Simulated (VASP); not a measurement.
# Sb in VASP: a series of runs, part 2 of 2

VASP 6.6.1. Earlier steps stand in the parts before.

## 3. Single point, PBE

This run uses another cell than the first one, of 30.07 Å³/atom, 0.995 times its volume.

INCAR reads:

```
ALGO = Normal ; EDIFF = 1E-6
ENCUT = 520 ; GGA = PE
ISIF = 2 ; ISMEAR = 0
LASPH = T ; LCHARG = T
LELF = T ; LREAL = F
LVHAR = T ; LWAVE = F
NBANDS = 18 ; NELM = 100
PREC = Accurate ; SIGMA = 0.2
```

KPOINTS reads:

```
k-points
0
Gamma
  8 4 4
```

POSCAR reads:

```
Sb
1.0
    0.0000000000     -3.1094508513      0.0000000000
   -6.2189017026      0.0000000000      0.0000000000
    0.0000000000      0.0000000000     -6.2196796526
Sb
4
Direct
    0.0000000000      0.0000000000      0.7500000000
    0.0000000000      0.0000000000      0.2500000000
    1.0000000000      0.5000000000      0.7500000000
    1.0000000000      0.5000000000      0.2500000000
```

Potentials or basis: VASP PAW PBE potentials, release 64 (Sb).

Started as:

```
cat potpaw_PBE.64/Sb/POTCAR > POTCAR
mpirun -np 1 vasp_std > vasp.out
```

OUTCAR:

```text
EDIFF = 1E-6
   ENCUT = 520
   GGA = PE
   ISIF = 2
   ISMEAR = 0
   LASPH = T
   LREAL = F
   NELM = 100
   PREC = Accurate

 ion  position               nearest neighbor table
   1  0.000  0.000  0.750-   3 3.11   3 3.11   2 3.11   2 3.11
   2  0.000  0.000  0.250-   4 3.11   4 3.11   1 3.11   1 3.11
   3  0.000  0.500  0.750-   1 3.11   1 3.11   4 3.11   4 3.11
   4  0.000  0.500  0.250-   2 3.11   2 3.11   3 3.11   3 3.11

  LATTYP: Found a simple orthorhombic cell.
 ALAT       =     3.1094508513
 B/A-ratio  =     2.0000000000
 C/A-ratio  =     2.0002501889

  Lattice vectors:

 A1 = (   0.0000000000,  -3.1094508513,   0.0000000000)
 A2 = (  -6.2189017026,   0.0000000000,   0.0000000000)
 A3 = (   0.0000000000,   0.0000000000,  -6.2196796526)

Analysis of symmetry for initial positions (statically):
=====================================================================
 Subroutine PRICEL returns following result:

  LATTYP: Found a simple tetragonal cell.
 ALAT       =     3.1094508513
 C/A-ratio  =     1.0001250944

  Lattice vectors:

 A1 = (   0.0000000000,  -3.1094508513,   0.0000000000)
 A2 = (  -3.1094508513,   0.0000000000,   0.0000000000)
 A3 = (   0.0000000000,   0.0000000000,  -3.1098398263)

   4 primitive cells build up your supercell.

 Routine SETGRP: Setting up the symmetry group for a
 simple orthorhombic supercell.

 Subroutine GETGRP returns: Found  8 space group operations
 (whereof  8 operations were pure point group operations)
 out of a pool of  8 trial point group operations.

The static configuration has the point symmetry D_2h.

Analysis of symmetry for dynamics (positions and initial velocities):
=====================================================================
 Subroutine PRICEL returns following result:

  LATTYP: Found a simple tetragonal cell.
 ALAT       =     3.1094508513
 C/A-ratio  =     1.0001250944

  Lattice vectors:

 A1 = (   0.0000000000,  -3.1094508513,   0.0000000000)
 A2 = (  -3.1094508513,   0.0000000000,   0.0000000000)
 A3 = (   0.0000000000,   0.0000000000,  -3.1098398263)

   4 primitive cells build up your supercell.

 Routine SETGRP: Setting up the symmetry group for a
 simple orthorhombic supercell.

 Subroutine GETGRP returns: Found  8 space group operations
 (whereof  8 operations were pure point group operations)
 out of a pool of  8 trial point group operations.

The dynamic configuration has the point symmetry D_2h.

 Subroutine INISYM returns: Found  8 space group operations
 (whereof  8 operations are pure point group operations),
 and found     4 'primitive' translations

----------------------------------------------------------------------------------------

                                     Primitive cell

  volume of cell :      30.0681

  direct lattice vectors                    reciprocal lattice vectors
[... 25 lines left out ...]
     0.000000000 -0.040200024  0.000000000     0.125000000  0.000000000  0.000000000
    -0.040200024  0.000000000  0.000000000     0.000000000  0.250000000  0.000000000
     0.000000000  0.000000000 -0.040194996     0.000000000  0.000000000  0.250000000

  Length of vectors
     0.040200024  0.040200024  0.040194996

  Shift w.r.t. Gamma in fractional coordinates (k-lattice)
     0.000000000  0.000000000  0.000000000

 Subroutine IBZKPT returns following result:
 ===========================================

 Found     45 irreducible k-points:

 Following reciprocal coordinates:
            Coordinates               Weight
  0.000000  0.000000  0.000000      1.000000
  0.125000  0.000000  0.000000      2.000000
  0.250000  0.000000  0.000000      2.000000
  0.375000  0.000000  0.000000      2.000000
  0.500000  0.000000  0.000000      1.000000
  0.000000  0.250000  0.000000      2.000000
[... 16 lines left out ...]
  0.250000  0.250000  0.250000      8.000000
  0.375000  0.250000  0.250000      8.000000
 [... further k-points ...]
   k-points           NKPTS =     45   k-points in BZ     NKDIM =     45   number of bands    NBANDS=     18
   number of dos      NEDOS =    301   number of ions     NIONS =      4
   total plane-waves  NPLWV =  55296
   dimension x,y,z NGX =    24 NGY =   48 NGZ =   48
   dimension x,y,z NGXF=    48 NGYF=   96 NGZF=   96
   ions per type =               4
   NGX,Y,Z   is equivalent  to a cutoff of  12.83, 12.83, 12.83 a.u.
   NGXF,Y,Z  is equivalent  to a cutoff of  25.66, 25.66, 25.66 a.u.
 SYSTEM =  unknown system
   PREC   = accura    normal or accurate (medium, high low for compatibility)
   ISTART =      0    job   : 0-new  1-cont  2-samecut
   ICHARG =      2    charge: 1-file 2-atom 10-const
   ISPIN  =      1    spin polarized calculation?
   LNONCOLLINEAR =      F non collinear calculations
   LSORBIT =      F    spin-orbit coupling
   LASPH  =      T    aspherical Exc in radial PAW
   ENCUT  =  520.0 eV  38.22 Ry    6.18 a.u.   5.78 11.56 11.56*2*pi/ulx,y,z
   NELM   =    100;   NELMIN=  2; NELMDL= -5     # of ELM steps
   EDIFF  = 0.1E-05   stopping-criterion for ELM
   LREAL  =      F    real-space projection
   EDIFFG = 0.1E-04   stopping-criterion for IOM
   NSW    =      0    number of steps for IOM
   IBRION =     -1    ionic relax: 0-MD 1-quasi-New 2-CG
   NFREE  =      0    steps in history (QN), initial steepest desc. (CG)
   ISIF   =      2    stress and relaxation
   ISYM   =      2    0-nonsym 1-usesym 2-fastsym
   POTIM  = 0.5000    time-step for ionic-motion
   TEBEG  =    0.0;   TEEND  =   0.0 temperature during run
   PSTRESS=    0.0 pullay stress
   NELECT =      20.0000    total number of electrons
   NUPDOWN=      -1.0000    fix difference up-down
   EMIN   =  10.00;   EMAX   =-10.00  energy-range for DOS
   EFERMI =   0.00;   METHOD = LEGACY
   ISMEAR =     0;   SIGMA  =   0.20  broadening in eV -4-tet -1-fermi 0-gaus
   EFERMI_NEDOS =   21; number of points for ismear=-14 and -15
   IALGO  =     38    algorithm
   IMIX   =      4    mixing-type and parameters
     AMIX     =   0.40;   BMIX     =  1.00
     AMIX_MAG =   1.60;   BMIX_MAG =  1.00
  volume/ion in A,a.u.               =      30.07       202.91
  Fermi-wavevector in a.u.,A,eV,Ry     =   0.900250  1.701225 11.026837  0.810450
  Thomas-Fermi vector in A             =   2.023184
   LORBIT       =      0    0 simple, 1 ext, 2 COOP (PROOUT), +10 PAW based schemes
   GGA     = PE    functional components
   LHFCALC =     F    Hartree Fock is set to
   AEXX    =    0.0000 exact exchange contribution
   IVDW    =     0    specifies the selected vdW correction
   LEPSILON=     F    determine dielectric tensor
   LRPA    =     F    only Hartree local field effects (RPA)
 non-spin polarized calculation
 Gauss-broadening in eV      SIGMA  =   0.20
  energy-cutoff  :      520.00
  volume of cell :      120.27
 maximum number of plane-waves:      3260
 NGX is ok and might be reduce to    24
   NGX = 11   NGY = 23   NGZ = 23

 number of electron      19.9999998 magnetization

 Free energy of the ion-electron system (eV)
  ---------------------------------------------------
  ext. energy  EPLUGINS =         0.00000000
  ---------------------------------------------------
  free energy    TOTEN  =       -16.33587824 eV

  energy without entropy =      -16.27818722  energy(sigma->0) =      -16.30703273

 E-fermi :   6.9889     XC(G=0):  -9.5934

 val. band max:        6.9702485708   @ k =   0.3750   0.5000   0.2500
 cond. band min:       7.2393022461   @ k =   0.0000   0.0000   0.5000
 fundamental gap:      0.2690536754
 Fermi energy:         6.9889247616

 k-point     1 :       0.0000    0.0000    0.0000
  band No.  band energies     occupation
      1      -5.2925      2.00000
      2      -2.9033      2.00000
      3      -2.9017      2.00000
      4      -0.3674      2.00000
      5       1.5111      2.00000
      6       1.5114      2.00000
[... 481 lines left out ...]
      5       3.0486      2.00000
      6       4.2957      2.00000
[... 10 lines left out ...]
     17      11.5531      0.00000
     18      11.5543      0.00000

 [... further k-points ...]
[... 5 lines left out ...]
  --------------------------------------------------------------------------------------
  -------------------------------------------------------------------------------------
  Total        0.1816318      0.1816097      0.1727122      0.0000000      0.0000000      0.0000000
  in kB        2.4195631      2.4192688      2.3007438      0.0000000      0.0000000      0.0000000
  external PRESSURE =       2.3798586 kB  Pullay stress =       0.0000000 kB

 VOLUME and BASIS-vectors are now :
 -----------------------------------------------------------------------------
  energy-cutoff  :      520.00
  volume of cell :      120.27
      direct lattice vectors                 reciprocal lattice vectors
     0.000000000 -3.109450851  0.000000000     0.000000000 -0.321600195  0.000000000
    -6.218901703  0.000000000  0.000000000    -0.160800097  0.000000000  0.000000000
     0.000000000  0.000000000 -6.219679653     0.000000000  0.000000000 -0.160779985

 POSITION                                       TOTAL-FORCE (eV/Angst)
 -----------------------------------------------------------------------------------
      0.00000      0.00000     -4.66476         0.000000      0.000000      0.000000
      0.00000      0.00000     -1.55492         0.000000     -0.000000      0.000000
     -3.10945      0.00000     -4.66476        -0.000000      0.000000     -0.000000
     -3.10945      0.00000     -1.55492        -0.000000     -0.000000      0.000000
 -----------------------------------------------------------------------------------
    total drift:                                0.000000      0.000000      0.000000

  FREE ENERGIE OF THE ION-ELECTRON SYSTEM (eV)
  ---------------------------------------------------
  free  energy   TOTEN  =       -16.3358782371 eV

  energy  without entropy=      -16.2781872186  energy(sigma->0) =      -16.30703273
```

It took 48 s on 1 thread of Intel Xeon Platinum 8488C (Sapphire Rapids), shared host; peak memory 0.26 GiB.

Results:

```yaml
Free_energy: -16.3359 eV
Pressure: 0.2 GPa
Band_gap_on_the_k_mesh: zero (band 10 reaches 10.28 eV, above the bottom of band 11 at 5.04 eV)
```

Caveat: spin-orbit coupling is left out, which moves the levels of the heavy elements.
